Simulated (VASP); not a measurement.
# SiC3 (R3m) in VASP: further runs

SiC3 is run at these levels: PBEsol, r2SCAN; tasks: single point.

Everything below comes from runs of VASP 6.6.1. Logs are shortened: lines on timing, memory, paths and dates and some standing lists are left out, and cuts for length are marked.

**1. The cell of the first run**

Symmetry: R3m, No. 160, trigonal system. Conventional cell: a = 2.831 Å, b = 2.831 Å, c = 14.010 Å, α = 90.00°, β = 90.00°, γ = 120.00°. C (site symmetry 3m) has 3 C at 1.72 Å and 1 Si at 1.89 Å within 2.3 Å. C (site symmetry 3m) has 1 C at 1.54 Å and 3 Si at 1.79 Å within 2.0 Å. C (site symmetry 3m) has 4 C at 1.54 to 1.72 Å within 2.0 Å. Si (site symmetry 3m) has 4 C at 1.79 to 1.89 Å within 2.4 Å.

**2. Single point, PBEsol**

INCAR

```
  PREC = Accurate
  ENCUT = 520
  EDIFF = 1E-7
  ISMEAR = 0
  SIGMA = 0.01
  LREAL = False
  LASPH = True
  NELM = 80
  ALGO = Normal
  ISIF = 2
  LWAVE = False
  LCHARG = True
  GGA = PS
  LELF = True
  LVHAR = True
  NBANDS = 16
```

KPOINTS

```
Automatic mesh
0
Gamma
  8 8 8
```

POSCAR

```
SiC3
1.0
    1.4154339595      0.8172011775      4.6700734293
   -1.4154339595      0.8172011775      4.6700734293
    0.0000000000     -1.6344023551      4.6700734293
C Si
3 1
Direct
    1.0082378924      0.0082378924      0.0082378924
    0.4889604674      0.4889604674      0.4889604674
    0.3791724033      0.3791724033      0.3791724033
    0.8736292368      0.8736292368      0.8736292368
```

Potentials or basis: VASP PAW PBE potentials, release 64 (C, Si).

Launch:

```console
cat potpaw_PBE.64/C/POTCAR potpaw_PBE.64/Si/POTCAR > POTCAR
mpirun -np 1 vasp_std > vasp.out
```

OUTCAR:

```text
PREC = Accurate
   ENCUT = 520
   EDIFF = 1E-7
   ISMEAR = 0
   LREAL = False
   LASPH = True
   NELM = 80
   ISIF = 2
   GGA = PS

 ion  position               nearest neighbor table
   1  0.008  0.008  0.008-   3 1.72   3 1.72   3 1.72   4 1.89
   2  0.489  0.489  0.489-   3 1.54   4 1.79   4 1.79   4 1.79
   3  0.379  0.379  0.379-   2 1.54   1 1.72   1 1.72   1 1.72
   4  0.874  0.874  0.874-   2 1.79   2 1.79   2 1.79   1 1.89

  LATTYP: Found a trigonal (rhomboedric) cell.
 ALAT       =     4.9478133446
 COS(alpha) =     0.8363249046

  Lattice vectors:

 A1 = (   1.4154339595,   0.8172011775,   4.6700734293)
 A2 = (  -1.4154339595,   0.8172011775,   4.6700734293)
 A3 = (   0.0000000000,  -1.6344023551,   4.6700734293)

Analysis of symmetry for initial positions (statically):
=====================================================================
 Subroutine PRICEL returns:
 Original cell was already a primitive cell.

 Routine SETGRP: Setting up the symmetry group for a
 trigonal (rhombohedral) supercell.

 Subroutine GETGRP returns: Found  6 space group operations
 (whereof  6 operations were pure point group operations)
 out of a pool of 12 trial point group operations.

The static configuration has the point symmetry C_3v.

Analysis of symmetry for dynamics (positions and initial velocities):
=====================================================================
 Subroutine PRICEL returns:
 Original cell was already a primitive cell.

 Routine SETGRP: Setting up the symmetry group for a
 trigonal (rhombohedral) supercell.

 Subroutine GETGRP returns: Found  6 space group operations
 (whereof  6 operations were pure point group operations)
 out of a pool of 12 trial point group operations.

The dynamic configuration has the point symmetry C_3v.

 Subroutine INISYM returns: Found  6 space group operations
 (whereof  6 operations are pure point group operations),
 and found     1 'primitive' translations

----------------------------------------------------------------------------------------

                                     Primitive cell

  volume of cell :      32.4111

  direct lattice vectors                    reciprocal lattice vectors
     1.415433960  0.817201177  4.670073429     0.353248554  0.203948148  0.071376465
    -1.415433960  0.817201177  4.670073429    -0.353248554  0.203948148  0.071376465
     0.000000000 -1.634402355  4.670073429     0.000000000 -0.407896296  0.071376465

  length of vectors
     4.947813345  4.947813345  4.947813345     0.414094178  0.414094178  0.414094178

  position of ions in fractional coordinates (direct lattice)
     0.008237892  0.008237892  0.008237892
     0.488960467  0.488960467  0.488960467
     0.379172403  0.379172403  0.379172403
     0.873629237  0.873629237  0.873629237

  ion indices of the primitive-cell ions
   primitive index   ion index
                 1           1
                 2           2
                 3           3
                 4           4

----------------------------------------------------------------------------------------

 KPOINTS: Automatic mesh

Automatic generation of k-mesh.
 Grid dimensions read from file:
 generate k-points for:    8    8    8

 Generating k-lattice:

  Cartesian coordinates                     Fractional coordinates (reciprocal lattice)
     0.044156069  0.025493518  0.008922058     0.125000000  0.000000000  0.000000000
    -0.044156069  0.025493518  0.008922058     0.000000000  0.125000000  0.000000000
     0.000000000 -0.050987037  0.008922058    -0.000000000 -0.000000000  0.125000000

  Length of vectors
     0.051761772  0.051761772  0.051761772

  Shift w.r.t. Gamma in fractional coordinates (k-lattice)
     0.000000000  0.000000000  0.000000000

 Subroutine IBZKPT returns following result:
 ===========================================

 Found     65 irreducible k-points:

 Following reciprocal coordinates:
            Coordinates               Weight
  0.000000  0.000000  0.000000      1.000000
  0.125000 -0.000000  0.000000      6.000000
  0.250000 -0.000000  0.000000      6.000000
  0.375000 -0.000000  0.000000      6.000000
  0.500000 -0.000000  0.000000      3.000000
  0.125000  0.125000  0.000000      6.000000
[... 16 lines left out ...]
  0.250000  0.125000  0.125000      6.000000
  0.375000  0.125000  0.125000      6.000000
 [... further k-points ...]
   k-points           NKPTS =     65   k-points in BZ     NKDIM =     65   number of bands    NBANDS=     16
   number of dos      NEDOS =    301   number of ions     NIONS =      4
   total plane-waves  NPLWV =  64000
   dimension x,y,z NGX =    40 NGY =   40 NGZ =   40
   dimension x,y,z NGXF=    80 NGYF=   80 NGZF=   80
   ions per type =               3   1
   NGX,Y,Z   is equivalent  to a cutoff of  13.44, 13.44, 13.44 a.u.
   NGXF,Y,Z  is equivalent  to a cutoff of  26.88, 26.88, 26.88 a.u.
 SYSTEM =  unknown system
   PREC   = accura    normal or accurate (medium, high low for compatibility)
   ISTART =      0    job   : 0-new  1-cont  2-samecut
   ICHARG =      2    charge: 1-file 2-atom 10-const
   ISPIN  =      1    spin polarized calculation?
   LNONCOLLINEAR =      F non collinear calculations
   LSORBIT =      F    spin-orbit coupling
   LASPH  =      T    aspherical Exc in radial PAW
   ENCUT  =  520.0 eV  38.22 Ry    6.18 a.u.   9.20  9.20  9.20*2*pi/ulx,y,z
   NELM   =     80;   NELMIN=  2; NELMDL= -5     # of ELM steps
   EDIFF  = 0.1E-06   stopping-criterion for ELM
   LREAL  =      F    real-space projection
   EDIFFG = 0.1E-05   stopping-criterion for IOM
   NSW    =      0    number of steps for IOM
   IBRION =     -1    ionic relax: 0-MD 1-quasi-New 2-CG
   NFREE  =      0    steps in history (QN), initial steepest desc. (CG)
   ISIF   =      2    stress and relaxation
   ISYM   =      2    0-nonsym 1-usesym 2-fastsym
   POTIM  = 0.5000    time-step for ionic-motion
   TEBEG  =    0.0;   TEEND  =   0.0 temperature during run
   PSTRESS=    0.0 pullay stress
   NELECT =      16.0000    total number of electrons
   NUPDOWN=      -1.0000    fix difference up-down
   EMIN   =  10.00;   EMAX   =-10.00  energy-range for DOS
   EFERMI =   0.00;   METHOD = LEGACY
   ISMEAR =     0;   SIGMA  =   0.01  broadening in eV -4-tet -1-fermi 0-gaus
   EFERMI_NEDOS =   21; number of points for ismear=-14 and -15
   IALGO  =     38    algorithm
   IMIX   =      4    mixing-type and parameters
     AMIX     =   0.40;   BMIX     =  1.00
     AMIX_MAG =   1.60;   BMIX_MAG =  1.00
  volume/ion in A,a.u.               =       8.10        54.68
  Fermi-wavevector in a.u.,A,eV,Ry     =   1.293849  2.445020 22.776773  1.674046
  Thomas-Fermi vector in A             =   2.425469
   LORBIT       =      0    0 simple, 1 ext, 2 COOP (PROOUT), +10 PAW based schemes
   GGA     = PS    functional components
   LHFCALC =     F    Hartree Fock is set to
   AEXX    =    0.0000 exact exchange contribution
   IVDW    =     0    specifies the selected vdW correction
   LEPSILON=     F    determine dielectric tensor
   LRPA    =     F    only Hartree local field effects (RPA)
 non-spin polarized calculation
 Gauss-broadening in eV      SIGMA  =   0.01
  energy-cutoff  :      520.00
  volume of cell :       32.41
 maximum number of plane-waves:       887
 NGX is ok and might be reduce to    40
   NGX = 19   NGY = 19   NGZ = 19

 number of electron      16.0000000 magnetization

 Free energy of the ion-electron system (eV)
  ---------------------------------------------------
  ext. energy  EPLUGINS =         0.00000000
  ---------------------------------------------------
  free energy    TOTEN  =       -32.91491334 eV

  energy without entropy =      -32.91491334  energy(sigma->0) =      -32.91491334

 E-fermi :   9.2335     XC(G=0): -12.1868

 val. band max:        9.1101152675   @ k =   0.0000   0.0000   0.0000
 cond. band min:      10.5643514885   @ k =   0.5000   0.5000   0.0000
 fundamental gap:      1.4542362209
 Fermi energy:         9.2335345353

 k-point     1 :       0.0000    0.0000    0.0000
  band No.  band energies     occupation
      1      -9.4064      2.00000
      2      -4.6450      2.00000
      3      -2.2702      2.00000
      4       6.2554      2.00000
      5       6.2554      2.00000
      6       8.1231      2.00000
[... 8 lines left out ...]
     15      17.6335      0.00000
     16      22.0426      0.00000

 k-point     2 :       0.1250   -0.0000    0.0000
  band No.  band energies     occupation
      1      -9.0919      2.00000
      2      -4.4305      2.00000
      3      -1.9241      2.00000
      4       4.8171      2.00000
      5       5.8378      2.00000
      6       7.5268      2.00000
[... 8 lines left out ...]
     15      18.4542      0.00000
     16      22.5115      0.00000

 k-point     3 :       0.2500   -0.0000    0.0000
  band No.  band energies     occupation
      1      -8.1667      2.00000
      2      -3.8053      2.00000
      3      -1.0349      2.00000
      4       2.2502      2.00000
      5       5.0221      2.00000
      6       5.0604      2.00000
[... 8 lines left out ...]
     15      19.9569      0.00000
     16      21.4327      0.00000

 k-point     4 :       0.3750   -0.0000    0.0000
  band No.  band energies     occupation
      1      -6.7176      2.00000
      2      -3.1396      2.00000
      3      -0.9088      2.00000
      4       1.3101      2.00000
      5       2.5659      2.00000
      6       4.3711      2.00000
[... 8 lines left out ...]
     15      20.3654      0.00000
     16      21.3156      0.00000
[... 324 lines left out ...]
 k-point    22 :       0.1250    0.1250    0.1250
  band No.  band energies     occupation
      1      -9.3324      2.00000
      2      -5.1482      2.00000
      3      -1.6243      2.00000
      4       6.2668      2.00000
      5       6.2668      2.00000
      6       7.6358      2.00000
[... 8 lines left out ...]
     15      17.7135      0.00000
     16      22.1081      0.00000

 k-point    23 :       0.2500    0.1250    0.1250
  band No.  band energies     occupation
      1      -8.9712      2.00000
      2      -5.1364      2.00000
      3      -0.9894      2.00000
      4       4.7551      2.00000
      5       5.9082      2.00000
      6       7.1017      2.00000
[... 8 lines left out ...]
     15      18.5182      0.00000
     16      21.8776      0.00000

 k-point    24 :       0.3750    0.1250    0.1250
  band No.  band energies     occupation
      1      -8.0070      2.00000
      2      -4.5775      2.00000
      3      -0.0437      2.00000
      4       2.2228      2.00000
      5       5.0667      2.00000
      6       5.4018      2.00000
[... 8 lines left out ...]
     15      19.8530      0.00000
     16      20.9214      0.00000

 [... further k-points ...]
[... 5 lines left out ...]
  --------------------------------------------------------------------------------------
  -------------------------------------------------------------------------------------
  Total       -0.2624840     -0.2624840     -0.0103926      0.0000000      0.0000000      0.0000000
  in kB      -12.9753744    -12.9753744     -0.5137371      0.0000000      0.0000000      0.0000000
  external PRESSURE =      -8.8214953 kB  Pullay stress =       0.0000000 kB

 VOLUME and BASIS-vectors are now :
 -----------------------------------------------------------------------------
  energy-cutoff  :      520.00
  volume of cell :       32.41
      direct lattice vectors                 reciprocal lattice vectors
     1.415433960  0.817201177  4.670073429     0.353248554  0.203948148  0.071376465
    -1.415433960  0.817201177  4.670073429    -0.353248554  0.203948148  0.071376465
     0.000000000 -1.634402355  4.670073429     0.000000000 -0.407896296  0.071376465

 POSITION                                       TOTAL-FORCE (eV/Angst)
 -----------------------------------------------------------------------------------
      0.00000     -0.00000      0.11541         0.000000     -0.000000      0.322604
      0.00000     -0.00000      6.85044         0.000000      0.000000     -0.431498
      0.00000     -0.00000      5.31229         0.000000      0.000000     -0.149421
      0.00000     -0.00000     12.23974         0.000000     -0.000000      0.258315
 -----------------------------------------------------------------------------------
    total drift:                                0.000000     -0.000000     -0.000177

  FREE ENERGIE OF THE ION-ELECTRON SYSTEM (eV)
  ---------------------------------------------------
  free  energy   TOTEN  =       -32.9149133397 eV

  energy  without entropy=      -32.9149133397  energy(sigma->0) =      -32.91491334
```

It took 4 min on 1 thread of AMD EPYC 7R13, shared host; peak memory 0.2 GiB.

What came out:

- Free energy: -32.9149 eV
- Pressure: -0.9 GPa
- Largest force: 0.431 eV/Å
- Band gap on the k mesh: 1.45 eV, indirect (least direct gap 3.08 eV)

Forces in eV/Å, atoms in the order of the input:
```
C    0.000  0.000  0.323
C    0.000  0.000 -0.431
C    0.000  0.000 -0.149
Si   0.000  0.000  0.258
```

Caveat: the PAW data sets were made with another functional, which shifts forces and pressure a little. PBEsol gaps usually lie below the measured ones, often by a third to a half.

[end of part 1 of 2]
